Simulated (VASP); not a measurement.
# Tl2Ga (P1) in VASP: further runs

Tl2Ga is run at these levels: PBE; tasks: single point.

Everything below comes from runs of VASP 6.6.1. Logs are shortened: lines on timing, memory, paths and dates and some standing lists are left out, and cuts for length are marked.

### 1 The cell of the first run

The typed cell holds 3 atoms: a = 4.458 Å, b = 4.351 Å, c = 4.312 Å, α = 62.17°, β = 59.25°, γ = 64.96°.

### 2 Single point, PBE

File INCAR:

```
PREC = Accurate ; ENCUT = 520
EDIFF = 1E-6 ; ISMEAR = -1
SIGMA = 0.15 ; LREAL = F
LASPH = T ; NELM = 60
ALGO = Normal ; ISIF = 2
LWAVE = F ; LCHARG = F
GGA = PE ; NBANDS = 26
```

File KPOINTS:

```
Automatic mesh
0
Gamma
  2 2 2
  0.5 0.5 0.5
```

File POSCAR:

```
Tl2Ga
1.0
   -3.2746430000     -0.1436300000      3.0212380000
    0.1533330000      3.1171690000      3.0309410000
   -3.1313460000      2.9641700000     -0.0003340000
Ga Tl
1 2
Direct
    0.3948850000      0.9505810000      0.1172680000
    0.6357210000      1.2072530000      0.3765480000
    1.1055690000      1.7410160000      0.8495680000
```

Potentials or basis: VASP PAW PBE potentials, release 64 (Ga_d, Tl_d).

Run with:

```
cat potpaw_PBE.64/Ga_d/POTCAR potpaw_PBE.64/Tl_d/POTCAR > POTCAR
mpirun -np 1 vasp_std > vasp.out
```

OUTCAR:

```text
PREC = Accurate
   ENCUT = 520
   EDIFF = 1E-6
   ISMEAR = -1
   LREAL = F
   LASPH = T
   NELM = 60
   ISIF = 2
   GGA = PE

 ion  position               nearest neighbor table
   1  0.395  0.951  0.117-   3 2.57   2 2.60   3 2.65   2 2.66   3 2.71   2 2.79   2 2.84   3 2.98

   2  0.636  0.207  0.377-   1 2.60   1 2.66   1 2.79   1 2.84   3 3.02   3 3.04   3 3.08   3 3.09
                             3 3.16   3 3.47
   3  0.106  0.741  0.850-   1 2.57   1 2.65   1 2.71   1 2.98   2 3.02   2 3.04   2 3.08   2 3.09
                             2 3.16   2 3.47

  LATTYP: Found a triclinic cell.
 ALAT       =     4.3118014416
 B/A-ratio  =     1.0058249255
 C/A-ratio  =     1.0089752106
 COS(alpha) =     0.0292193376
 COS(beta)  =     0.4669173939
 COS(gamma) =     0.4686833514

  Lattice vectors:

 A1 = (   3.1313460000,  -2.9641700000,   0.0003340000)
 A2 = (  -0.1432970000,  -3.1078000000,   3.0215720000)
 A3 = (  -0.1533330000,  -3.1171690000,  -3.0309410000)

Analysis of symmetry for initial positions (statically):
=====================================================================
 Subroutine PRICEL returns:
 Original cell was already a primitive cell.

 Routine SETGRP: Setting up the symmetry group for a
 triclinic supercell.

 Subroutine GETGRP returns: Found  1 space group operations
 (whereof  1 operations were pure point group operations)
 out of a pool of  2 trial point group operations.

The static configuration has the point symmetry C_1 .

Analysis of symmetry for dynamics (positions and initial velocities):
=====================================================================
 Subroutine PRICEL returns:
 Original cell was already a primitive cell.

 Routine SETGRP: Setting up the symmetry group for a
 triclinic supercell.

 Subroutine GETGRP returns: Found  1 space group operations
 (whereof  1 operations were pure point group operations)
 out of a pool of  2 trial point group operations.

The dynamic configuration has the point symmetry C_1 .

 Subroutine INISYM returns: Found  1 space group operations
 (whereof  1 operations are pure point group operations),
 and found     1 'primitive' translations

----------------------------------------------------------------------------------------

                                     Primitive cell

  volume of cell :      61.6500

  direct lattice vectors                    reciprocal lattice vectors
    -3.274643000 -0.143630000  3.021238000    -0.145746433 -0.153947704  0.165700602
     0.153333000  3.117169000  3.030941000     0.145262241  0.153473438  0.164742191
    -3.131346000  2.964170000 -0.000334000    -0.159822316  0.168507828 -0.165216460

  length of vectors
     4.457779201  4.350500768  4.311801442     0.269069894  0.267946271  0.285016735

  position of ions in fractional coordinates (direct lattice)
     0.394885000  0.950581000  0.117268000
     0.635721000  0.207253000  0.376548000
     0.105569000  0.741016000  0.849568000

  ion indices of the primitive-cell ions
   primitive index   ion index
                 1           1
                 2           2
                 3           3

----------------------------------------------------------------------------------------

 KPOINTS: Automatic mesh

Automatic generation of k-mesh.
 Grid dimensions read from file:
 generate k-points for:    2    2    2

 Generating k-lattice:

  Cartesian coordinates                     Fractional coordinates (reciprocal lattice)
    -0.072873216 -0.076973852  0.082850301     0.500000000  0.000000000  0.000000000
     0.072631120  0.076736719  0.082371096     0.000000000  0.500000000  0.000000000
    -0.079911158  0.084253914 -0.082608230    -0.000000000  0.000000000  0.500000000

  Length of vectors
     0.134534947  0.133973136  0.142508368

  Shift w.r.t. Gamma in fractional coordinates (k-lattice)
     0.500000000  0.500000000  0.500000000

 Subroutine IBZKPT returns following result:
 ===========================================

 Found      4 irreducible k-points:

 Following reciprocal coordinates:
            Coordinates               Weight
  0.250000  0.250000  0.250000      2.000000
 -0.250000  0.250000  0.250000      2.000000
  0.250000 -0.250000  0.250000      2.000000
 -0.250000 -0.250000  0.250000      2.000000
   k-points           NKPTS =      4   k-points in BZ     NKDIM =      4   number of bands    NBANDS=     26
   number of dos      NEDOS =    301   number of ions     NIONS =      3
   total plane-waves  NPLWV =  36864
   dimension x,y,z NGX =    36 NGY =   32 NGZ =   32
   dimension x,y,z NGXF=    72 NGYF=   64 NGZF=   64
   ions per type =               1   2
   NGX,Y,Z   is equivalent  to a cutoff of  13.43, 12.23, 12.34 a.u.
   NGXF,Y,Z  is equivalent  to a cutoff of  26.85, 24.46, 24.68 a.u.
 SYSTEM =  unknown system
   PREC   = accura    normal or accurate (medium, high low for compatibility)
   ISTART =      0    job   : 0-new  1-cont  2-samecut
   ICHARG =      2    charge: 1-file 2-atom 10-const
   ISPIN  =      1    spin polarized calculation?
   LNONCOLLINEAR =      F non collinear calculations
   LSORBIT =      F    spin-orbit coupling
   LASPH  =      T    aspherical Exc in radial PAW
   ENCUT  =  520.0 eV  38.22 Ry    6.18 a.u.   8.29  8.09  8.02*2*pi/ulx,y,z
   NELM   =     60;   NELMIN=  2; NELMDL= -5     # of ELM steps
   EDIFF  = 0.1E-05   stopping-criterion for ELM
   LREAL  =      F    real-space projection
   EDIFFG = 0.1E-04   stopping-criterion for IOM
   NSW    =      0    number of steps for IOM
   IBRION =     -1    ionic relax: 0-MD 1-quasi-New 2-CG
   NFREE  =      0    steps in history (QN), initial steepest desc. (CG)
   ISIF   =      2    stress and relaxation
   ISYM   =      2    0-nonsym 1-usesym 2-fastsym
   POTIM  = 0.5000    time-step for ionic-motion
   TEBEG  =    0.0;   TEEND  =   0.0 temperature during run
   PSTRESS=    0.0 pullay stress
   NELECT =      39.0000    total number of electrons
   NUPDOWN=      -1.0000    fix difference up-down
   EMIN   =  10.00;   EMAX   =-10.00  energy-range for DOS
   EFERMI =   0.00;   METHOD = LEGACY
   ISMEAR =    -1;   SIGMA  =   0.15  broadening in eV -4-tet -1-fermi 0-gaus
   EFERMI_NEDOS =   21; number of points for ismear=-14 and -15
   IALGO  =     38    algorithm
   IMIX   =      4    mixing-type and parameters
     AMIX     =   0.40;   BMIX     =  1.00
     AMIX_MAG =   1.60;   BMIX_MAG =  1.00
  volume/ion in A,a.u.               =      20.55       138.68
  Fermi-wavevector in a.u.,A,eV,Ry     =   1.405353  2.655732 26.871732  1.975017
  Thomas-Fermi vector in A             =   2.527823
   LORBIT       =      0    0 simple, 1 ext, 2 COOP (PROOUT), +10 PAW based schemes
   GGA     = PE    functional components
   LHFCALC =     F    Hartree Fock is set to
   AEXX    =    0.0000 exact exchange contribution
   IVDW    =     0    specifies the selected vdW correction
   LEPSILON=     F    determine dielectric tensor
   LRPA    =     F    only Hartree local field effects (RPA)
 non-spin polarized calculation
  energy-cutoff  :      520.00
  volume of cell :       61.65
 maximum number of plane-waves:      1671
 NGX is ok and might be reduce to    36
   NGX = 17   NGY = 17   NGZ = 17

 number of electron      39.0000002 magnetization

 Free energy of the ion-electron system (eV)
  ---------------------------------------------------
  ext. energy  EPLUGINS =         0.00000000
  ---------------------------------------------------
  free energy    TOTEN  =        -5.42220991 eV

  energy without entropy =       -5.31756086  energy(sigma->0) =       -5.36988538

 E-fermi :   8.2352     XC(G=0): -11.3518

 val. band max:        7.9877344516   @ k =   0.2500  -0.2500   0.2500
 cond. band min:       8.4298668180   @ k =   0.2500   0.2500   0.2500
 fundamental gap:      0.4421323664
 Fermi energy:         8.2352115045

 k-point     1 :       0.2500    0.2500    0.2500
  band No.  band energies     occupation
      1      -6.8812      2.00000
      2      -6.8222      2.00000
      3      -6.7890      2.00000
      4      -6.7430      2.00000
      5      -6.7337      2.00000
      6      -3.9571      2.00000
[... 18 lines left out ...]
     25      14.7416      0.00000
     26      15.7466      0.00000

 k-point     2 :      -0.2500    0.2500    0.2500
  band No.  band energies     occupation
      1      -6.9015      2.00000
      2      -6.8259      2.00000
      3      -6.8049      2.00000
      4      -6.7353      2.00000
      5      -6.7182      2.00000
      6      -3.9706      2.00000
[... 18 lines left out ...]
     25      17.2418      0.00000
     26      17.5389      0.00000

 k-point     3 :       0.2500   -0.2500    0.2500
  band No.  band energies     occupation
      1      -6.8930      2.00000
      2      -6.8316      2.00000
      3      -6.7984      2.00000
      4      -6.7438      2.00000
      5      -6.7194      2.00000
      6      -4.0107      2.00000
[... 18 lines left out ...]
     25      16.3080      0.00000
     26      17.4019      0.00000

 k-point     4 :      -0.2500   -0.2500    0.2500
  band No.  band energies     occupation
      1      -6.9065      2.00000
      2      -6.8253      2.00000
      3      -6.7972      2.00000
      4      -6.7247      2.00000
      5      -6.7209      2.00000
      6      -3.9480      2.00000
[... 18 lines left out ...]
     25      17.3093      0.00000
     26      17.7022      0.00000

------------------------ aborting loop because EDIFF is reached ----------------------------------------

  FORCE on cell =-STRESS in cart. coord.  units (eV):
  Direction    XX          YY          ZZ          XY          YZ          ZX
  --------------------------------------------------------------------------------------
  -------------------------------------------------------------------------------------
  Total        9.6368052     11.7948530     13.2021363     -0.0197558     -3.2103850      2.0970662
  in kB      250.4440284    306.5279867    343.1008659     -0.5134205    -83.4323958     54.4991506
  external PRESSURE =     300.0242936 kB  Pullay stress =       0.0000000 kB

 VOLUME and BASIS-vectors are now :
 -----------------------------------------------------------------------------
  energy-cutoff  :      520.00
  volume of cell :       61.65
      direct lattice vectors                 reciprocal lattice vectors
    -3.274643000 -0.143630000  3.021238000    -0.145746433 -0.153947704  0.165700602
     0.153333000  3.117169000  3.030941000     0.145262241  0.153473438  0.164742191
    -3.131346000  2.964170000 -0.000334000    -0.159822316  0.168507828 -0.165216460

 POSITION                                       TOTAL-FORCE (eV/Angst)
 -----------------------------------------------------------------------------------
     -1.51456      3.25401      4.07416         0.691715      0.215564     -0.180981
     -3.22908      1.67089      2.54871         0.621439      0.033715      1.198793
     -2.89237      4.81297      2.56464        -1.313154     -0.249279     -1.017812
 -----------------------------------------------------------------------------------
    total drift:                               -0.000014     -0.000219     -0.000223

  FREE ENERGIE OF THE ION-ELECTRON SYSTEM (eV)
  ---------------------------------------------------
  free  energy   TOTEN  =        -5.4222099120 eV

  energy  without entropy=       -5.3175608571  energy(sigma->0) =       -5.36988538
```

Wall time 5.7 s (1 thread of Intel Xeon Platinum 8559C (Emerald Rapids), shared host); peak memory 0.17 GiB.

What came out:

```yaml
Free_energy: -5.4222 eV
Pressure: 30.0 GPa
Largest_force: 1.680 eV/Å
```

Forces in eV/Å, atoms in the order of the input:
```
Ga   0.692  0.216 -0.181
Tl   0.621  0.034  1.199
Tl  -1.313 -0.249 -1.018
```

Levels at points of the mesh, in eV from the Fermi level:
```tsv
k point	band 17	band 18	band 19	band 20	band 21	band 22	band 23	band 24
(0.25, 0.25, 0.25)	-4.03	-1.14	0.19	0.52	2.24	2.77	3.76	4.88
```

Caveat: the k points lie up to 0.90 Å⁻¹ apart; spin-orbit coupling is left out, which moves the levels of the heavy elements; forces of over 1 eV/Å act on the atoms, so gaps and moduli don't describe the material at rest.

### 3 Single point, PBE, non-collinear spin, zero start, spin-orbit coupling

File INCAR:

```
SYSTEM = Tl2Ga
  PREC = Accurate
  ENCUT = 520
  EDIFF = 1E-7
  ISMEAR = -1
  SIGMA = 0.15
  LREAL = .FALSE.
  LASPH = .TRUE.
  NELM = 150
  ALGO = Normal
  ISIF = 2
  LWAVE = .FALSE.
  LCHARG = .FALSE.
  LNONCOLLINEAR = .TRUE.
  MAGMOM = 0 0 0 0 0 0 0 0 0
  LORBIT = 11
  LSORBIT = .TRUE.
  GGA_COMPAT = .FALSE.
  LORBMOM = .TRUE.
  GGA = PE
  NBANDS = 52
```

KPOINTS is that of step 2.

POSCAR is that of step 2.

Potentials or basis: VASP PAW PBE potentials, release 64 (Ga_d, Tl_d).

Run with:

```
cat potpaw_PBE.64/Ga_d/POTCAR potpaw_PBE.64/Tl_d/POTCAR > POTCAR
mpirun -np 1 vasp_ncl > vasp.out
```

It took 43 s on 1 thread of Intel Xeon Platinum 8559C (Emerald Rapids), shared host; peak memory 0.34 GiB.

The run converged. Its results:

```
Free energy                                           : -6.0892 eV
Pressure                                              : 29.0 GPa
Largest force                                         : 1.680 eV/Å
Net moment                                            : 0.00 μB per cell
Valence electrons inside the program's atomic spheres : Ga 11.80; Tl 11.48, 11.49
```

Forces in eV/Å, atoms in the order of the input:
```
Ga   0.660  0.201 -0.182
Tl   0.687 -0.018  1.170
Tl  -1.347 -0.183 -0.988
```

Stress tensor (GPa, compression positive):
```
24.95  0.74  5.68
 0.74 29.48 -7.97
 5.68 -7.97 32.60
```

Moments on the atoms (μB; x, y, z):
```
Ga  0.00 0.00 0.00
Tl  0.00 0.00 0.00
Tl  0.00 0.00 0.00
```

Caveat: the k points lie up to 0.90 Å⁻¹ apart; forces of over 1 eV/Å act on the atoms, so gaps and moduli don't describe the material at rest.
